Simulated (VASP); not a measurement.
# Be3OsC2 (P6/mmm) in VASP: single point with PBE

Aim: the single point of Be3OsC2 with PBE.

Everything below comes from runs of VASP 6.6.1. Logs are shortened: lines on timing, memory, paths and dates and some standing lists are left out, and cuts for length are marked.

### 1 The cell of the first run

Symmetry: P6/mmm, No. 191, hexagonal system. Conventional cell: a = 4.592 Å, b = 4.592 Å, c = 5.165 Å, α = 90.00°, β = 90.00°, γ = 120.00°. Be (site symmetry mmm) has 4 Be at 2.30 Å and 2 Os at 2.30 Å and 4 C at 3.00 Å within 3.0 Å. Os (site symmetry 6/mmm) has 2 C at 1.93 Å and 6 Be at 2.30 Å within 2.6 Å. C (site symmetry 6mm) has 1 C at 1.31 Å within 1.7 Å.

The cell was generated, and may not be a known phase.

### 2 Single point, PBE

Contents of INCAR:

```
SYSTEM = Be3OsC2
ALGO = Normal ; EDIFF = 1E-6
ENCUT = 700 ; GGA = PE
GGA_COMPAT = .FALSE. ; ISIF = 2
ISMEAR = 0 ; LASPH = .TRUE.
LCHARG = .FALSE. ; LREAL = .FALSE.
LWAVE = .FALSE. ; NBANDS = 24
NELM = 120 ; PREC = Accurate
SIGMA = 0.1
```

Contents of KPOINTS:

```
k-points
0
G
  12 12 8
  0 0 0
```

Contents of POSCAR:

```
Be3OsC2
1.0
    4.5924206111      0.0000000000      0.0000000000
   -2.2962103055      3.9771529141      0.0000000000
    0.0000000000      0.0000000000      5.1649240426
Be Os C
3 1 2
Direct
    0.5000000000      0.0000000000      0.5000000000
    0.0000000000      0.5000000000      0.5000000000
    0.5000000000      0.5000000000      0.5000000000
    0.0000000000      0.0000000000      0.5000000000
    0.0000000000      0.0000000000      0.1264066735
    0.0000000000      0.0000000000      0.8735933265
```

Potentials or basis: VASP PAW PBE potentials, release 64 (Be, Os_sv_GW, C).

Launch:

```console
$ cat potpaw_PBE.64/Be/POTCAR potpaw_PBE.64/Os_sv_GW/POTCAR potpaw_PBE.64/C/POTCAR > POTCAR
$ mpirun -np 1 vasp_std > vasp.out
```

OUTCAR:

```text
SYSTEM = Be3OsC2
   EDIFF = 1E-6
   ENCUT = 700
   GGA = PE
   ISIF = 2
   ISMEAR = 0
   LASPH = .TRUE.
   LREAL = .FALSE.
   NELM = 120
   PREC = Accurate

 ion  position               nearest neighbor table
   1  0.500  0.000  0.500-   3 2.30   3 2.30   4 2.30   4 2.30   2 2.30   2 2.30
   2  0.000  0.500  0.500-   4 2.30   4 2.30   3 2.30   3 2.30   1 2.30   1 2.30
   3  0.500  0.500  0.500-   1 2.30   1 2.30   2 2.30   2 2.30   4 2.30   4 2.30
   4  0.000  0.000  0.500-   5 1.93   6 1.93   2 2.30   2 2.30   1 2.30   1 2.30   3 2.30   3 2.30

   5  0.000  0.000  0.126-   6 1.31   4 1.93
   6  0.000  0.000  0.874-   5 1.31   4 1.93

  LATTYP: Found a hexagonal cell.
 ALAT       =     4.5924206111
 C/A-ratio  =     1.1246626736

  Lattice vectors:

 A1 = (   4.5924206111,   0.0000000000,   0.0000000000)
 A2 = (  -2.2962103055,   3.9771529141,   0.0000000000)
 A3 = (   0.0000000000,   0.0000000000,   5.1649240426)

Analysis of symmetry for initial positions (statically):
=====================================================================
 Subroutine PRICEL returns:
 Original cell was already a primitive cell.

 Routine SETGRP: Setting up the symmetry group for a
 hexagonal supercell.

 Subroutine GETGRP returns: Found 24 space group operations
 (whereof 24 operations were pure point group operations)
 out of a pool of 24 trial point group operations.

The static configuration has the point symmetry D_6h.

Analysis of symmetry for dynamics (positions and initial velocities):
=====================================================================
 Subroutine PRICEL returns:
 Original cell was already a primitive cell.

 Routine SETGRP: Setting up the symmetry group for a
 hexagonal supercell.

 Subroutine GETGRP returns: Found 24 space group operations
 (whereof 24 operations were pure point group operations)
 out of a pool of 24 trial point group operations.

The dynamic configuration has the point symmetry D_6h.

 Subroutine INISYM returns: Found 24 space group operations
 (whereof 24 operations are pure point group operations),
 and found     1 'primitive' translations

----------------------------------------------------------------------------------------

                                     Primitive cell

  volume of cell :      94.3361

  direct lattice vectors                    reciprocal lattice vectors
     4.592420611  0.000000000  0.000000000     0.217750090  0.125718073  0.000000000
    -2.296210305  3.977152914  0.000000000     0.000000000  0.251436146  0.000000000
     0.000000000  0.000000000  5.164924043     0.000000000  0.000000000  0.193613690

  length of vectors
     4.592420611  4.592420611  5.164924043     0.251436146  0.251436146  0.193613690

  position of ions in fractional coordinates (direct lattice)
     0.500000000  0.000000000  0.500000000
     1.000000000  0.500000000  0.500000000
     0.500000000  0.500000000  0.500000000
     0.000000000  0.000000000  0.500000000
     0.000000000  0.000000000  0.126406674
     0.000000000  0.000000000  0.873593326

  ion indices of the primitive-cell ions
   primitive index   ion index
                 1           1
                 2           2
                 3           3
                 4           4
                 5           5
                 6           6

----------------------------------------------------------------------------------------

 KPOINTS: k-points

Automatic generation of k-mesh.
 Grid dimensions read from file:
 generate k-points for:   12   12    8

 Generating k-lattice:

  Cartesian coordinates                     Fractional coordinates (reciprocal lattice)
     0.018145841  0.010476506  0.000000000     0.083333333  0.000000000  0.000000000
     0.000000000  0.020953012  0.000000000     0.000000000  0.083333333  0.000000000
     0.000000000  0.000000000  0.024201711     0.000000000  0.000000000  0.125000000

  Length of vectors
     0.020953012  0.020953012  0.024201711

  Shift w.r.t. Gamma in fractional coordinates (k-lattice)
     0.000000000  0.000000000  0.000000000

 Subroutine IBZKPT returns following result:
 ===========================================

 Found     95 irreducible k-points:

 Following reciprocal coordinates:
            Coordinates               Weight
  0.000000  0.000000  0.000000      1.000000
  0.083333 -0.000000  0.000000      6.000000
  0.166667  0.000000  0.000000      6.000000
  0.250000 -0.000000  0.000000      6.000000
  0.333333 -0.000000  0.000000      6.000000
  0.416667  0.000000  0.000000      6.000000
[... 16 lines left out ...]
  0.250000 -0.000000  0.125000     12.000000
  0.333333 -0.000000  0.125000     12.000000
 [... further k-points ...]
   k-points           NKPTS =     95   k-points in BZ     NKDIM =     95   number of bands    NBANDS=     24
   number of dos      NEDOS =    301   number of ions     NIONS =      6
   total plane-waves  NPLWV =  76800
   dimension x,y,z NGX =    40 NGY =   40 NGZ =   48
   dimension x,y,z NGXF=    80 NGYF=   80 NGZF=   96
   ions per type =               3   1   2
   NGX,Y,Z   is equivalent  to a cutoff of  14.48, 14.48, 15.45 a.u.
   NGXF,Y,Z  is equivalent  to a cutoff of  28.96, 28.96, 30.90 a.u.
 SYSTEM =  Be3OsC2
   PREC   = accura    normal or accurate (medium, high low for compatibility)
   ISTART =      0    job   : 0-new  1-cont  2-samecut
   ICHARG =      2    charge: 1-file 2-atom 10-const
   ISPIN  =      1    spin polarized calculation?
   LNONCOLLINEAR =      F non collinear calculations
   LSORBIT =      F    spin-orbit coupling
   LASPH  =      T    aspherical Exc in radial PAW
   ENCUT  =  700.0 eV  51.45 Ry    7.17 a.u.   9.91  9.91 11.14*2*pi/ulx,y,z
   NELM   =    120;   NELMIN=  2; NELMDL= -5     # of ELM steps
   EDIFF  = 0.1E-05   stopping-criterion for ELM
   LREAL  =      F    real-space projection
   EDIFFG = 0.1E-04   stopping-criterion for IOM
   NSW    =      0    number of steps for IOM
   IBRION =     -1    ionic relax: 0-MD 1-quasi-New 2-CG
   NFREE  =      0    steps in history (QN), initial steepest desc. (CG)
   ISIF   =      2    stress and relaxation
   ISYM   =      2    0-nonsym 1-usesym 2-fastsym
   POTIM  = 0.5000    time-step for ionic-motion
   TEBEG  =    0.0;   TEEND  =   0.0 temperature during run
   PSTRESS=    0.0 pullay stress
   NELECT =      30.0000    total number of electrons
   NUPDOWN=      -1.0000    fix difference up-down
   EMIN   =  10.00;   EMAX   =-10.00  energy-range for DOS
   EFERMI =   0.00;   METHOD = LEGACY
   ISMEAR =     0;   SIGMA  =   0.10  broadening in eV -4-tet -1-fermi 0-gaus
   EFERMI_NEDOS =   21; number of points for ismear=-14 and -15
   IALGO  =     38    algorithm
   IMIX   =      4    mixing-type and parameters
     AMIX     =   0.40;   BMIX     =  1.00
     AMIX_MAG =   1.60;   BMIX_MAG =  1.00
  volume/ion in A,a.u.               =      15.72       106.10
  Fermi-wavevector in a.u.,A,eV,Ry     =   1.117436  2.111648 16.989091  1.248663
  Thomas-Fermi vector in A             =   2.254059
   LORBIT       =      0    0 simple, 1 ext, 2 COOP (PROOUT), +10 PAW based schemes
   GGA     = PE    functional components
   LHFCALC =     F    Hartree Fock is set to
   AEXX    =    0.0000 exact exchange contribution
   IVDW    =     0    specifies the selected vdW correction
   LEPSILON=     F    determine dielectric tensor
   LRPA    =     F    only Hartree local field effects (RPA)
 non-spin polarized calculation
 Gauss-broadening in eV      SIGMA  =   0.10
  energy-cutoff  :      700.00
  volume of cell :       94.34
 maximum number of plane-waves:      3990
 NGX is ok and might be reduce to    40
   NGX = 19   NGY = 19   NGZ = 23

 number of electron      30.0000000 magnetization

 Free energy of the ion-electron system (eV)
  ---------------------------------------------------
  ext. energy  EPLUGINS =         0.00000000
  ---------------------------------------------------
  free energy    TOTEN  =       -38.00393911 eV

  energy without entropy =      -37.98905398  energy(sigma->0) =      -37.99649655

 E-fermi :   2.6251     XC(G=0):  -8.6394

 val. band max:        2.6061568203   @ k =   0.4167   0.0000   0.3750
 cond. band min:       2.6255175108   @ k =   0.4167   0.1667   0.3750
 fundamental gap:      0.0193606905
 Fermi energy:         2.6251134440

 k-point     1 :       0.0000    0.0000    0.0000
  band No.  band energies     occupation
      1     -83.4889      2.00000
      2     -43.1748      2.00000
      3     -42.7676      2.00000
      4     -42.7676      2.00000
      5     -11.4610      2.00000
      6      -4.9434      2.00000
[... 16 lines left out ...]
     23       9.0914      0.00000
     24       9.0914      0.00000

 k-point     2 :       0.0833   -0.0000    0.0000
  band No.  band energies     occupation
      1     -83.4889      2.00000
      2     -43.1748      2.00000
      3     -42.7675      2.00000
      4     -42.7675      2.00000
      5     -11.4572      2.00000
      6      -4.9089      2.00000
[... 16 lines left out ...]
     23       9.1389      0.00000
     24       9.1908      0.00000

 k-point     3 :       0.1667    0.0000    0.0000
  band No.  band energies     occupation
      1     -83.4889      2.00000
      2     -43.1747      2.00000
      3     -42.7674      2.00000
      4     -42.7671      2.00000
      5     -11.4469      2.00000
      6      -4.8120      2.00000
[... 16 lines left out ...]
     23       9.1773      0.00000
     24       9.4300      0.00000
[... 514 lines left out ...]
 k-point    23 :       0.2500   -0.0000    0.1250
  band No.  band energies     occupation
      1     -83.4889      2.00000
      2     -43.1747      2.00000
      3     -42.7672      2.00000
      4     -42.7667      2.00000
      5     -11.3929      2.00000
      6      -5.1403      2.00000
[... 16 lines left out ...]
     23       9.4438      0.00000
     24       9.5528      0.00000

 k-point    24 :       0.3333   -0.0000    0.1250
  band No.  band energies     occupation
      1     -83.4889      2.00000
      2     -43.1747      2.00000
      3     -42.7671      2.00000
      4     -42.7662      2.00000
      5     -11.3790      2.00000
      6      -5.0474      2.00000
[... 16 lines left out ...]
     23       9.7766      0.00000
     24       9.9132      0.00000

 [... further k-points ...]

------------------------ aborting loop because EDIFF is reached ----------------------------------------

  FORCE on cell =-STRESS in cart. coord.  units (eV):
  Direction    XX          YY          ZZ          XY          YZ          ZX
  --------------------------------------------------------------------------------------
  -------------------------------------------------------------------------------------
  Total       -0.0332508     -0.0332508     -0.0314500     -0.0000000     -0.0000000     -0.0000000
  in kB       -0.5647217     -0.5647217     -0.5341374     -0.0000000     -0.0000000     -0.0000000
  external PRESSURE =      -0.5545269 kB  Pullay stress =       0.0000000 kB

 VOLUME and BASIS-vectors are now :
 -----------------------------------------------------------------------------
  energy-cutoff  :      700.00
  volume of cell :       94.34
      direct lattice vectors                 reciprocal lattice vectors
     4.592420611  0.000000000  0.000000000     0.217750090  0.125718073  0.000000000
    -2.296210305  3.977152914  0.000000000     0.000000000  0.251436146  0.000000000
     0.000000000  0.000000000  5.164924043     0.000000000  0.000000000  0.193613690

 POSITION                                       TOTAL-FORCE (eV/Angst)
 -----------------------------------------------------------------------------------
      2.29621      0.00000      2.58246        -0.000000      0.000000      0.000000
     -1.14811      1.98858      2.58246        -0.000000      0.000000      0.000000
      1.14811      1.98858      2.58246        -0.000000      0.000000      0.000000
      0.00000      0.00000      2.58246        -0.000000      0.000000      0.000000
      0.00000      0.00000      0.65288         0.000000      0.000000      0.059438
      0.00000      0.00000      4.51204         0.000000     -0.000000     -0.059438
 -----------------------------------------------------------------------------------
    total drift:                                0.000000     -0.000000     -0.000000

  FREE ENERGIE OF THE ION-ELECTRON SYSTEM (eV)
  ---------------------------------------------------
  free  energy   TOTEN  =       -38.0039391148 eV

  energy  without entropy=      -37.9890539762  energy(sigma->0) =      -37.99649655
```

Wall time 4.2 min (1 thread of Intel Xeon Platinum 8488C (Sapphire Rapids), shared host); peak memory 0.5 GiB.

Results:

- Free energy: -38.0039 eV
- Pressure: -0.1 GPa
- Largest force: 0.059 eV/Å
- Band gap on the k mesh: zero (bands 15 and 16 overlap by 1.56 eV)

Forces on the atoms (eV/Å):
```
Be   0.000  0.000  0.000
Be   0.000  0.000  0.000
Be   0.000  0.000  0.000
Os   0.000  0.000  0.000
C    0.000  0.000  0.059
C    0.000  0.000 -0.059
```

Caveat: spin-orbit coupling is left out, which moves the levels of the heavy elements.
